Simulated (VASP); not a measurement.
# Hf (P6_3/mmc) in VASP: a series of runs

Runs on Hf. Level: PBEsol. Tasks: single point, relaxation of cell and atoms.

Program: VASP 6.6.1. These are calculated values, not measurements. Logs are shortened: lines on timing, memory, paths and dates and some standing lists are left out, and cuts for length are marked.

## Step 1: The cell of the first run

It takes space group P6_3/mmc (No. 194, hexagonal). Conventional cell: a = 3.140 Å, b = 3.140 Å, c = 4.965 Å, α = 90.00°, β = 90.00°, γ = 120.00°. Hf (site symmetry -6m2) has 12 Hf at 3.07 to 3.14 Å within 4.0 Å.

## Step 2: Single point, PBEsol

INCAR reads:

```
SYSTEM = Hf
  ALGO = Normal
  EDIFF = 1E-6
  ENCUT = 520
  GGA = PS
  ISIF = 2
  ISMEAR = -1
  LASPH = .True.
  LCHARG = .False.
  LREAL = .False.
  LWAVE = .False.
  NBANDS = 17
  NELM = 100
  PREC = Accurate
  SIGMA = 0.05
```

KPOINTS reads:

```
k-points
0
Gamma
  10 10 5
  0 0 0
```

POSCAR reads:

```
Hf
1.0
    3.1401445994      0.0000000000      0.0000000000
   -1.5700722997      2.7194449946      0.0000000000
    0.0000000000      0.0000000000      4.9646487943
Hf
2
Direct
    0.6666666667      0.3333333333      0.7500000000
    0.3333333333      0.6666666667      0.2500000000
```

Potentials or basis: VASP PAW PBE potentials, release 64 (Hf_pv).

On the command line:

```console
$ cat potpaw_PBE.64/Hf_pv/POTCAR > POTCAR
$ mpirun -np 1 vasp_std > vasp.out
```

OUTCAR:

```text
SYSTEM = Hf
   EDIFF = 1E-6
   ENCUT = 520
   GGA = PS
   ISIF = 2
   ISMEAR = -1
   LASPH = .True.
   LREAL = .False.
   NELM = 100
   PREC = Accurate

 ion  position               nearest neighbor table
   1  0.667  0.333  0.750-   2 3.07   2 3.07   2 3.07   2 3.07   2 3.07   2 3.07
   2  0.333  0.667  0.250-   1 3.07   1 3.07   1 3.07   1 3.07   1 3.07   1 3.07

  LATTYP: Found a hexagonal cell.
 ALAT       =     3.1401445994
 C/A-ratio  =     1.5810255347

  Lattice vectors:

 A1 = (   3.1401445994,   0.0000000000,   0.0000000000)
 A2 = (  -1.5700722997,   2.7194449946,   0.0000000000)
 A3 = (   0.0000000000,   0.0000000000,   4.9646487943)

Analysis of symmetry for initial positions (statically):
=====================================================================
 Subroutine PRICEL returns:
 Original cell was already a primitive cell.

 Routine SETGRP: Setting up the symmetry group for a
 hexagonal supercell.

 Subroutine GETGRP returns: Found 24 space group operations
 (whereof 12 operations were pure point group operations)
 out of a pool of 24 trial point group operations.

The static configuration has the point symmetry D_3d.
 The point group associated with its full space group is D_6h.

Analysis of symmetry for dynamics (positions and initial velocities):
=====================================================================
 Subroutine PRICEL returns:
 Original cell was already a primitive cell.

 Routine SETGRP: Setting up the symmetry group for a
 hexagonal supercell.

 Subroutine GETGRP returns: Found 24 space group operations
 (whereof 12 operations were pure point group operations)
 out of a pool of 24 trial point group operations.

The dynamic configuration has the point symmetry D_3d.
 The point group associated with its full space group is D_6h.

 Subroutine INISYM returns: Found 24 space group operations
 (whereof 12 operations are pure point group operations),
 and found     1 'primitive' translations

----------------------------------------------------------------------------------------

                                     Primitive cell

  volume of cell :      42.3954

  direct lattice vectors                    reciprocal lattice vectors
     3.140144599  0.000000000  0.000000000     0.318456672  0.183861046  0.000000000
    -1.570072300  2.719444995  0.000000000     0.000000000  0.367722091  0.000000000
     0.000000000  0.000000000  4.964648794     0.000000000  0.000000000  0.201424117

  length of vectors
     3.140144599  3.140144599  4.964648794     0.367722091  0.367722091  0.201424117

  position of ions in fractional coordinates (direct lattice)
     0.666666667  0.333333333  0.750000000
     0.333333333  0.666666667  0.250000000

  ion indices of the primitive-cell ions
   primitive index   ion index
                 1           1
                 2           2

----------------------------------------------------------------------------------------

 KPOINTS: k-points

Automatic generation of k-mesh.
 Grid dimensions read from file:
 generate k-points for:   10   10    5

 Generating k-lattice:

  Cartesian coordinates                     Fractional coordinates (reciprocal lattice)
     0.031845667  0.018386105  0.000000000     0.100000000  0.000000000  0.000000000
     0.000000000  0.036772209  0.000000000     0.000000000  0.100000000  0.000000000
     0.000000000  0.000000000  0.040284823     0.000000000  0.000000000  0.200000000

  Length of vectors
     0.036772209  0.036772209  0.040284823

  Shift w.r.t. Gamma in fractional coordinates (k-lattice)
     0.000000000  0.000000000  0.000000000

 Subroutine IBZKPT returns following result:
 ===========================================

 Found     42 irreducible k-points:

 Following reciprocal coordinates:
            Coordinates               Weight
  0.000000  0.000000  0.000000      1.000000
  0.100000  0.000000  0.000000      6.000000
  0.200000  0.000000  0.000000      6.000000
  0.300000  0.000000  0.000000      6.000000
  0.400000 -0.000000  0.000000      6.000000
  0.500000  0.000000  0.000000      3.000000
[... 16 lines left out ...]
  0.300000  0.100000  0.200000     24.000000
  0.400000  0.100000  0.200000     24.000000
 [... further k-points ...]
   k-points           NKPTS =     42   k-points in BZ     NKDIM =     42   number of bands    NBANDS=     17
   number of dos      NEDOS =    301   number of ions     NIONS =      2
   total plane-waves  NPLWV =  23040
   dimension x,y,z NGX =    24 NGY =   24 NGZ =   40
   dimension x,y,z NGXF=    48 NGYF=   48 NGZF=   80
   ions per type =               2
   NGX,Y,Z   is equivalent  to a cutoff of  12.71, 12.71, 13.39 a.u.
   NGXF,Y,Z  is equivalent  to a cutoff of  25.41, 25.41, 26.79 a.u.
 SYSTEM =  Hf
   PREC   = accura    normal or accurate (medium, high low for compatibility)
   ISTART =      0    job   : 0-new  1-cont  2-samecut
   ICHARG =      2    charge: 1-file 2-atom 10-const
   ISPIN  =      1    spin polarized calculation?
   LNONCOLLINEAR =      F non collinear calculations
   LSORBIT =      F    spin-orbit coupling
   LASPH  =      T    aspherical Exc in radial PAW
   ENCUT  =  520.0 eV  38.22 Ry    6.18 a.u.   5.84  5.84  9.23*2*pi/ulx,y,z
   NELM   =    100;   NELMIN=  2; NELMDL= -5     # of ELM steps
   EDIFF  = 0.1E-05   stopping-criterion for ELM
   LREAL  =      F    real-space projection
   EDIFFG = 0.1E-04   stopping-criterion for IOM
   NSW    =      0    number of steps for IOM
   IBRION =     -1    ionic relax: 0-MD 1-quasi-New 2-CG
   NFREE  =      0    steps in history (QN), initial steepest desc. (CG)
   ISIF   =      2    stress and relaxation
   ISYM   =      2    0-nonsym 1-usesym 2-fastsym
   POTIM  = 0.5000    time-step for ionic-motion
   TEBEG  =    0.0;   TEEND  =   0.0 temperature during run
   PSTRESS=    0.0 pullay stress
   NELECT =      20.0000    total number of electrons
   NUPDOWN=      -1.0000    fix difference up-down
   EMIN   =  10.00;   EMAX   =-10.00  energy-range for DOS
   EFERMI =   0.00;   METHOD = LEGACY
   ISMEAR =    -1;   SIGMA  =   0.05  broadening in eV -4-tet -1-fermi 0-gaus
   EFERMI_NEDOS =   21; number of points for ismear=-14 and -15
   IALGO  =     38    algorithm
   IMIX   =      4    mixing-type and parameters
     AMIX     =   0.40;   BMIX     =  1.00
     AMIX_MAG =   1.60;   BMIX_MAG =  1.00
  volume/ion in A,a.u.               =      21.20       143.05
  Fermi-wavevector in a.u.,A,eV,Ry     =   1.274418  2.408301 22.097795  1.624142
  Thomas-Fermi vector in A             =   2.407187
   LORBIT       =      0    0 simple, 1 ext, 2 COOP (PROOUT), +10 PAW based schemes
   GGA     = PS    functional components
   LHFCALC =     F    Hartree Fock is set to
   AEXX    =    0.0000 exact exchange contribution
   IVDW    =     0    specifies the selected vdW correction
   LEPSILON=     F    determine dielectric tensor
   LRPA    =     F    only Hartree local field effects (RPA)
 non-spin polarized calculation
  energy-cutoff  :      520.00
  volume of cell :       42.40
 maximum number of plane-waves:      1158
 NGX is ok and might be reduce to    24
   NGX = 11   NGY = 11   NGZ = 19

 number of electron      19.9999995 magnetization

 Free energy of the ion-electron system (eV)
  ---------------------------------------------------
  ext. energy  EPLUGINS =         0.00000000
  ---------------------------------------------------
  free energy    TOTEN  =       -21.01067480 eV

  energy without entropy =      -21.00196292  energy(sigma->0) =      -21.00631886

 E-fermi :   5.1097     XC(G=0): -11.6400

 val. band max:        5.0571710136   @ k =   0.1000   0.1000   0.2000
 cond. band min:       5.1198150975   @ k =   0.0000   0.0000   0.4000
 fundamental gap:      0.0626440839
 Fermi energy:         5.1097428533

 k-point     1 :       0.0000    0.0000    0.0000
  band No.  band energies     occupation
      1     -25.8657      2.00000
      2     -24.9707      2.00000
      3     -24.9707      2.00000
      4     -24.8195      2.00000
      5     -24.8177      2.00000
      6     -24.8177      2.00000
[... 9 lines left out ...]
     16       7.8626      0.00000
     17      10.7569      0.00000

 k-point     2 :       0.1000    0.0000    0.0000
  band No.  band energies     occupation
      1     -25.8348      2.00000
      2     -25.0370      2.00000
      3     -24.9928      2.00000
      4     -24.8875      2.00000
      5     -24.8339      2.00000
      6     -24.8264      2.00000
[... 9 lines left out ...]
     16       7.5669      0.00000
     17      11.0013      0.00000

 k-point     3 :       0.2000    0.0000    0.0000
  band No.  band energies     occupation
      1     -25.7478      2.00000
      2     -25.2105      2.00000
      3     -25.0631      2.00000
      4     -25.0481      2.00000
      5     -24.8771      2.00000
      6     -24.8513      2.00000
[... 9 lines left out ...]
     16       8.3181      0.00000
     17      11.4460      0.00000

 k-point     4 :       0.3000    0.0000    0.0000
  band No.  band energies     occupation
      1     -25.6227      2.00000
      2     -25.4242      2.00000
      3     -25.2671      2.00000
      4     -25.1129      2.00000
      5     -24.9479      2.00000
      6     -24.8846      2.00000
[... 9 lines left out ...]
     16       9.5736      0.00000
     17      11.7871      0.00000

 k-point     5 :       0.4000   -0.0000    0.0000
  band No.  band energies     occupation
      1     -25.5953      2.00000
      2     -25.4916      2.00000
      3     -25.4235      2.00000
      4     -25.1632      2.00000
      5     -25.0347      2.00000
      6     -24.9129      2.00000
[... 9 lines left out ...]
     16      10.9742      0.00000
     17      11.9642      0.00000

 k-point     6 :       0.5000    0.0000    0.0000
  band No.  band energies     occupation
      1     -25.6601      2.00000
      2     -25.4815      2.00000
      3     -25.4237      2.00000
      4     -25.1821      2.00000
      5     -25.0857      2.00000
      6     -24.9239      2.00000
[... 9 lines left out ...]
     16      12.0153      0.00000
     17      12.5308      0.00000

 k-point     7 :       0.1000    0.1000    0.0000
  band No.  band energies     occupation
      1     -25.7758      2.00000
      2     -25.1398      2.00000
      3     -25.0772      2.00000
      4     -24.9699      2.00000
      5     -24.8627      2.00000
      6     -24.8549      2.00000
[... 9 lines left out ...]
     16       8.1570      0.00000
     17      11.2382      0.00000

 k-point     8 :       0.2000    0.1000    0.0000
  band No.  band energies     occupation
      1     -25.6691      2.00000
      2     -25.3171      2.00000
      3     -25.2315      2.00000
      4     -25.0659      2.00000
      5     -24.9203      2.00000
      6     -24.8995      2.00000
[... 9 lines left out ...]
     16       9.3599      0.00000
     17      11.5099      0.00000
[... 203 lines left out ...]
      1     -25.6857      2.00000
      2     -25.5139      2.00000
      3     -25.3295      2.00000
      4     -25.1398      2.00000
      5     -25.0110      2.00000
      6     -24.9374      2.00000
[... 9 lines left out ...]
     16      10.6902      0.00000
     17      11.7244      0.00000

 k-point    20 :       0.5000    0.0000    0.2000
  band No.  band energies     occupation
      1     -25.7281      2.00000
      2     -25.5665      2.00000
      3     -25.3032      2.00000
      4     -25.1580      2.00000
      5     -25.0464      2.00000
      6     -24.9492      2.00000
[... 9 lines left out ...]
     16      11.8959      0.00000
     17      12.2075      0.00000

 k-point    21 :       0.1000    0.1000    0.2000
  band No.  band energies     occupation
      1     -25.7083      2.00000
      2     -25.1118      2.00000
      3     -25.1095      2.00000
      4     -25.0092      2.00000
      5     -24.8783      2.00000
      6     -24.8727      2.00000
[... 9 lines left out ...]
     16       8.5511      0.00000
     17      11.1763      0.00000

 k-point    22 :       0.2000    0.1000    0.2000
  band No.  band energies     occupation
      1     -25.6480      2.00000
      2     -25.3030      2.00000
      3     -25.2361      2.00000
      4     -25.0811      2.00000
      5     -24.9307      2.00000
      6     -24.9079      2.00000
[... 9 lines left out ...]
     16       9.3573      0.00000
     17      11.3016      0.00000

 k-point    23 :       0.3000    0.1000    0.2000
  band No.  band energies     occupation
      1     -25.6373      2.00000
      2     -25.4637      2.00000
      3     -25.3191      2.00000
      4     -25.1498      2.00000
      5     -24.9960      2.00000
      6     -24.9464      2.00000
[... 9 lines left out ...]
     16      10.3257      0.00000
     17      11.6402      0.00000

 k-point    24 :       0.4000    0.1000    0.2000
  band No.  band energies     occupation
      1     -25.6942      2.00000
      2     -25.5408      2.00000
      3     -25.3165      2.00000
      4     -25.1745      2.00000
      5     -25.0577      2.00000
      6     -24.9738      2.00000
[... 9 lines left out ...]
     16      11.4360      0.00000
     17      12.3304      0.00000

 [... further k-points ...]
[... 5 lines left out ...]
  --------------------------------------------------------------------------------------
  -------------------------------------------------------------------------------------
  Total        0.4491027      0.4491027      0.4195461      0.0000000      0.0000000     -0.0000000
  in kB       16.9721881     16.9721881     15.8552042      0.0000000      0.0000000     -0.0000000
  external PRESSURE =      16.5998601 kB  Pullay stress =       0.0000000 kB

 VOLUME and BASIS-vectors are now :
 -----------------------------------------------------------------------------
  energy-cutoff  :      520.00
  volume of cell :       42.40
      direct lattice vectors                 reciprocal lattice vectors
     3.140144599  0.000000000  0.000000000     0.318456672  0.183861046  0.000000000
    -1.570072300  2.719444995  0.000000000     0.000000000  0.367722091  0.000000000
     0.000000000  0.000000000  4.964648794     0.000000000  0.000000000  0.201424117

 POSITION                                       TOTAL-FORCE (eV/Angst)
 -----------------------------------------------------------------------------------
      1.57007      0.90648      3.72349        -0.000000      0.000000      0.000000
     -0.00000      1.81296      1.24116         0.000000     -0.000000      0.000000
 -----------------------------------------------------------------------------------
    total drift:                               -0.000000      0.000000     -0.000000

  FREE ENERGIE OF THE ION-ELECTRON SYSTEM (eV)
  ---------------------------------------------------
  free  energy   TOTEN  =       -21.0106748010 eV

  energy  without entropy=      -21.0019629194  energy(sigma->0) =      -21.00631886
```

Run time: 60 s. Hardware: 1 thread of AMD EPYC 7R13, shared host; peak memory 0.14 GiB.

Results:

```yaml
Free_energy: -21.0107 eV
Pressure: 1.7 GPa
Band_gap_on_the_k_mesh: zero (band 10 reaches 6.31 eV, above the bottom of band 11 at 4.79 eV)
```

Stress tensor (GPa, compression positive):
```
1.70 0.00 0.00
0.00 1.70 0.00
0.00 0.00 1.59
```

Caveat: the PAW data sets were made with another functional, which shifts forces and pressure a little; spin-orbit coupling is left out, which moves the levels of the heavy elements.

## Step 3: Single point, PBEsol

This run uses another cell than the first one, of 21.57 Å³/atom, 1.018 times its volume.

INCAR reads:

```
SYSTEM = Hf
PREC = Accurate ; ENCUT = 520
EDIFF = 1E-6 ; ISMEAR = -1
SIGMA = 0.05 ; LREAL = .False.
LASPH = .True. ; NELM = 60
ALGO = Normal ; ISIF = 2
LWAVE = .False. ; LCHARG = .False.
GGA = PS ; NBANDS = 17
```

KPOINTS reads:

```
regular mesh
0
Gamma
  10 10 5
  0 0 0
```

POSCAR reads:

```
Hf
1.0
    3.1593107348      0.0000000000      0.0000000000
   -1.5796553674      2.7360433548      0.0000000000
    0.0000000000      0.0000000000      4.9907503905
Hf
2
Direct
    0.6666666667      0.3333333333      0.7500000000
    0.3333333333      0.6666666667      0.2500000000
```

Potentials or basis: VASP PAW PBE potentials, release 64 (Hf_pv).

On the command line:

```console
$ cat potpaw_PBE.64/Hf_pv/POTCAR > POTCAR
$ mpirun -np 1 vasp_std > vasp.out
```

It took 66 s on 1 thread of AMD EPYC 7R13, shared host; peak memory 0.14 GiB.

The run converged. Its results:

```
Free energy            : -21.0137 eV
Pressure               : -0.4 GPa
Band gap on the k mesh : zero (band 10 reaches 6.19 eV, above the bottom of band 11 at 4.67 eV)
```

Stress tensor (GPa, compression positive):
```
-0.34  0.00  0.00
 0.00 -0.34  0.00
 0.00  0.00 -0.44
```

Levels at points of the mesh, in eV from the Fermi level:
| k point | band 8 | band 9 | band 10 | band 11 | band 12 | band 13 |
| --- | --- | --- | --- | --- | --- | --- |
| (0.00, 0.00, 0.00) | -3.81 | 0.84 | 1.20 | 1.20 | 1.51 | 2.06 |
| (0.50, 0.00, 0.00) | -2.86 | -2.32 | -0.71 | 0.78 | 0.95 | 1.77 |

Caveat: the PAW data sets were made with another functional, which shifts forces and pressure a little; spin-orbit coupling is left out, which moves the levels of the heavy elements.

## Step 4: Relaxation of cell and atoms, PBEsol, target pressure 5 GPa, at which the enthalpy is minimised

This run uses another cell than the first one, of 22.38 Å³/atom, 1.056 times its volume.

INCAR reads:

```
  ALGO = Fast
  EDIFF = 1E-6
  EDIFFG = -0.01
  ENCUT = 600
  GGA = PS
  IBRION = 2
  ISIF = 3
  ISMEAR = -1
  LASPH = True
  LCHARG = False
  LREAL = False
  LWAVE = False
  NELM = 80
  NSW = 60
  PREC = Accurate
  PSTRESS = 50.0
  SIGMA = 0.05
```

KPOINTS reads:

```
k-points
0
Gamma
  10 10 5
```

POSCAR reads:

```
Hf
1.0
    3.1967000000      0.0000000000      0.0000000000
   -1.5983500000      2.7684234083      0.0000000000
    0.0000000000      0.0000000000      5.0578000000
Hf
2
Direct
    0.6666666667      0.3333333333      0.7500000000
    0.3333333333      0.6666666667      0.2500000000
```

On the command line:

```console
$ cat potpaw_PBE.64/Hf_pv/POTCAR > POTCAR
$ mpirun -np 1 vasp_std > vasp.out
```

It took 4.4 min on 1 thread of AMD EPYC 7R13, shared host; peak memory 0.17 GiB.

Results (log left out):

* Free energy: -20.9887 eV
* Relaxed volume: 20.65 Å³/atom
* Relaxed cell: a = 3.113 Å, b = 3.113 Å, c = 4.919 Å, α = 90.00°, β = 90.00°, γ = 120.00°
* Space group after relaxing (to 0.05 Å): P6_3/mmc (No. 194)
* Energy change on relaxing (the enthalpy is what falls): +0.7 meV/atom
* Ionic steps: 4
* Pressure after relaxing: 5.0 GPa
* Band gap on the k mesh: zero (band 10 reaches 6.50 eV, above the bottom of band 11 at 4.97 eV)

Stress tensor (GPa, compression positive):
```
4.92 0.00 0.00
0.00 4.92 0.00
0.00 0.00 5.07
```

The path:
```
step  energy change (eV)  largest force (eV/Å)  pressure (GPa)  volume (Å³)
   1              0.0000                0.0000           -4.31        44.76
   2              0.3731                0.0000           23.30        36.85
   3             -0.0015                0.0000            4.65        41.39
   4              0.0014                0.0000            4.97        41.29
```

Final structure:
```cif
data_structure
_symmetry_space_group_name_H-M 'P 1'
_symmetry_Int_Tables_number 1
_cell_length_a 3.1135
_cell_length_b 3.1135
_cell_length_c 4.9187
_cell_angle_alpha 90.000
_cell_angle_beta 90.000
_cell_angle_gamma 120.000
_cell_volume 41.29
loop_
_atom_site_label
_atom_site_type_symbol
_atom_site_fract_x
_atom_site_fract_y
_atom_site_fract_z
_atom_site_occupancy
Hf1 Hf 0.66667 0.33333 0.75000 1
Hf2 Hf 0.33333 0.66667 0.25000 1
```

Levels at points of the mesh, in eV from the Fermi level:
| k point | band 8 | band 9 | band 10 | band 11 | band 12 | band 13 |
| --- | --- | --- | --- | --- | --- | --- |
| (0.00, 0.00, 0.00) | -3.95 | 1.02 | 1.20 | 1.20 | 1.53 | 2.12 |
| (0.50, 0.00, 0.00) | -3.03 | -2.46 | -0.61 | 0.76 | 1.01 | 1.87 |

Caveat: the cell is relaxed towards a set pressure, so the enthalpy falls and the energy may rise; the PAW data sets were made with another functional, which shifts forces and pressure a little; spin-orbit coupling is left out, which moves the levels of the heavy elements.

(Part 1 of 2 ends here.)
